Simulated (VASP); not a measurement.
# BeS (F-43m) in VASP: a series of runs, part 2 of 2

VASP 6.6.1. Earlier steps stand in the parts before.

## Step 4: Single point, PBE0

This run uses another cell than the first one, of 14.43 Å³/atom.

Contents of POSCAR:

```
BeS
1.0
    0.0000000000      2.4343066148      2.4343066148
    2.4343066148      0.0000000000      2.4343066148
    2.4343066148      2.4343066148      0.0000000000
Be S
1 1
Direct
    0.0000000000      0.0000000000      0.0000000000
    0.2500000000      0.2500000000      0.2500000000
```

Contents of INCAR.step1:

```
PREC = Accurate
ENCUT = 520
EDIFF = 1E-5
ISMEAR = 0
SIGMA = 0.01
LREAL = False
LASPH = True
NELM = 60
ALGO = Normal
ISIF = 2
LWAVE = True
LCHARG = False
GGA = PE
NBANDS = 11
```

Contents of INCAR.step2:

```
PREC = Accurate
ENCUT = 520
EDIFF = 1E-6
ISMEAR = 0
SIGMA = 0.01
LREAL = False
LASPH = True
NELM = 60
ALGO = Normal
ISIF = 2
LWAVE = False
LCHARG = False
GGA = PE
LHFCALC = True
AEXX = 0.25
PRECFOCK = Normal
ISTART = 1
NBANDS = 11
```

Contents of KPOINTS:

```
regular mesh
0
Gamma
  6 6 6
```

Potentials or basis: VASP PAW PBE potentials, release 64 (Be, S).

Run with:

```bash
> cat potpaw_PBE.64/Be/POTCAR potpaw_PBE.64/S/POTCAR > POTCAR
> cp INCAR.step1 INCAR
> mpirun -np 1 vasp_std > vasp.out
> cp INCAR.step2 INCAR
> mpirun -np 1 vasp_std > vasp.out
```

OUTCAR:

```text
PREC = Accurate
   ENCUT = 520
   EDIFF = 1E-6
   ISMEAR = 0
   LREAL = False
   LASPH = True
   NELM = 60
   ISIF = 2
   GGA = PE
   LHFCALC = True
   AEXX = 0.25
   PRECFOCK = Normal
   ISTART = 1

 ion  position               nearest neighbor table
   1  0.000  0.000  0.000-   2 2.11   2 2.11   2 2.11   2 2.11
   2  0.250  0.250  0.250-   1 2.11   1 2.11   1 2.11   1 2.11

  LATTYP: Found a face centered cubic cell.
 ALAT       =     4.8686132296

  Lattice vectors:

 A1 = (   0.0000000000,   2.4343066148,   2.4343066148)
 A2 = (   2.4343066148,   0.0000000000,   2.4343066148)
 A3 = (   2.4343066148,   2.4343066148,   0.0000000000)

Analysis of symmetry for initial positions (statically):
=====================================================================
 Subroutine PRICEL returns:
 Original cell was already a primitive cell.

 Routine SETGRP: Setting up the symmetry group for a
 face centered cubic supercell.

 Subroutine GETGRP returns: Found 24 space group operations
 (whereof 24 operations were pure point group operations)
 out of a pool of 48 trial point group operations.
[... 171 lines left out ...]
  band No.  band energies     occupation
      1     -12.0363      2.00000
      2       3.0239      2.00000
      3       3.0239      2.00000
      4       3.0239      2.00000
      5      10.6440      0.00000
      6      10.6440      0.00000
      7      10.6440      0.00000
      8      10.7123      0.00000
      9      18.0460      0.00000
     10      18.0460      0.00000
     11      19.9539      0.00000
[... 197 lines left out ...]
 k-point    16 :      -0.3333    0.5000    0.1667
  band No.  band energies     occupation
      1      -9.6504      2.00000
      2      -2.0397      2.00000
      3      -0.6834      2.00000
      4      -0.3959      2.00000
      5       9.9587      0.00000
      6      11.6080      0.00000
      7      15.2121      0.00000
      8      15.7221      0.00000
      9      19.8446      0.00000
     10      19.9016      0.00000
     11      22.4913      0.00000

------------------------ aborting loop because EDIFF is reached ----------------------------------------

  FORCE on cell =-STRESS in cart. coord.  units (eV):
  Direction    XX          YY          ZZ          XY          YZ          ZX
  --------------------------------------------------------------------------------------
  -------------------------------------------------------------------------------------
  Total       -0.1936074     -0.1936074     -0.1936074     -0.0000000      0.0000000      0.0000000
  in kB      -10.7516903    -10.7516903    -10.7516903     -0.0000000      0.0000000      0.0000000
  external PRESSURE =     -10.7516903 kB  Pullay stress =       0.0000000 kB

 VOLUME and BASIS-vectors are now :
 -----------------------------------------------------------------------------
  energy-cutoff  :      520.00
  volume of cell :       28.85
      direct lattice vectors                 reciprocal lattice vectors
     0.000000000  2.434306615  2.434306615    -0.205397298  0.205397298  0.205397298
     2.434306615  0.000000000  2.434306615     0.205397298 -0.205397298  0.205397298
     2.434306615  2.434306615  0.000000000     0.205397298  0.205397298 -0.205397298

 POSITION                                       TOTAL-FORCE (eV/Angst)
 -----------------------------------------------------------------------------------
      0.00000      0.00000      0.00000         0.000000      0.000000      0.000000
      1.21715      1.21715      1.21715        -0.000000     -0.000000     -0.000000
 -----------------------------------------------------------------------------------
    total drift:                                0.000000     -0.000000     -0.000000

  FREE ENERGIE OF THE ION-ELECTRON SYSTEM (eV)
  ---------------------------------------------------
  free  energy   TOTEN  =       -11.9928536750 eV

  energy  without entropy=      -11.9928536750  energy(sigma->0) =      -11.99285368
```

Wall time 5.1 min (1 thread of Intel Xeon Platinum 8488C (Sapphire Rapids), shared host); peak memory 0.16 GiB.

What came out:

```yaml
Free_energy: -11.9929 eV
Pressure: -1.1 GPa
Band_gap_on_the_k_mesh: 4.80 eV (least direct gap 7.62 eV)
```

Caveat: the PAW data sets were made with another functional, which shifts forces and pressure a little.

## Step 5: Single point, HF

This run uses another cell than the first one, of 14.43 Å³/atom.

POSCAR is that of step 4.

Contents of INCAR.step1:

```
ALGO = Normal
EDIFF = 1E-5
ENCUT = 520
GGA = PE
ISIF = 2
ISMEAR = 0
LASPH = True
LCHARG = False
LREAL = False
LWAVE = True
NBANDS = 11
NELM = 100
PREC = Accurate
SIGMA = 0.01
```

Contents of INCAR.step2:

```
AEXX = 1.0
AGGAC = 0.0
ALDAC = 0.0
ALGO = Normal
EDIFF = 1E-7
ENCUT = 520
GGA = PE
ISIF = 2
ISMEAR = 0
ISTART = 1
LASPH = True
LCHARG = False
LHFCALC = True
LREAL = False
LWAVE = False
NBANDS = 11
NELM = 100
PREC = Accurate
PRECFOCK = Normal
SIGMA = 0.01
```

Contents of KPOINTS:

```
k-points
0
Gamma
  6 6 6
```

Run with:

```bash
> cat potpaw_PBE.64/Be/POTCAR potpaw_PBE.64/S/POTCAR > POTCAR
> cp INCAR.step1 INCAR
> mpirun -np 1 vasp_std > vasp.out
> cp INCAR.step2 INCAR
> mpirun -np 1 vasp_std > vasp.out
```

Wall time 9.2 min (1 thread of Intel Xeon Platinum 8488C (Sapphire Rapids), shared host); peak memory 0.16 GiB.

Results (log left out):

```yaml
Free_energy: -15.9650 eV
Pressure: 4.1 GPa
Band_gap_on_the_k_mesh: 10.50 eV (least direct gap 13.94 eV)
```

Levels at points of the mesh, in eV from the valence-band top:
```tsv
k point	band 2	band 3	band 4	band 5	band 6	band 7
(0.00, 0.00, 0.00)	0.00	0.00	0.00	13.94	13.94	13.94
(0.50, 0.00, 0.00)	-7.77	-1.33	-1.33	13.48	14.88	14.88
(0.50, 0.50, 0.00)	-6.87	-3.44	-3.44	10.50	12.61	23.09
```

Caveat: the cell stands under pressure; the PAW data sets were made with another functional, which shifts forces and pressure a little. A k mesh can miss the band edges.

## Step 6: Overview

| level | cell | smearing | share of exact exchange | screening parameter | gap on the mesh (eV) | pressure (GPa) |
| --- | --- | --- | --- | --- | --- | --- |
| HSE06 | a = 3.432 Å, angles 60.0°, 2 atoms | fermi-dirac 0.02 eV | 0.25 | 0.2079 1/Å | 4.05 | -0.1 |
| HSE06 | a = 3.443 Å, angles 60.0°, 2 atoms | gaussian 0.01 eV | 0.25 | 0.2079 1/Å | 4.08 | -1.1 |
| PBE0 | a = 3.443 Å, angles 60.0°, 2 atoms | gaussian 0.01 eV | 0.25 | - | 4.80 | -1.1 |
| HF | a = 3.443 Å, angles 60.0°, 2 atoms | gaussian 0.01 eV | 1 | - | 10.50 | 4.1 |

Alike in all rows: task single point; potentials or basis VASP PAW PBE potentials, release 64 (Be, S); no spin polarisation; k mesh 6 × 6 × 6; cutoff (eV) 520.

Caveats: the PAW data sets were made with another functional, which shifts forces and pressure a little; the cell stands under pressure (at least some runs).

Total energies depend on the potentials used, so only differences within one code and one set of settings carry meaning.
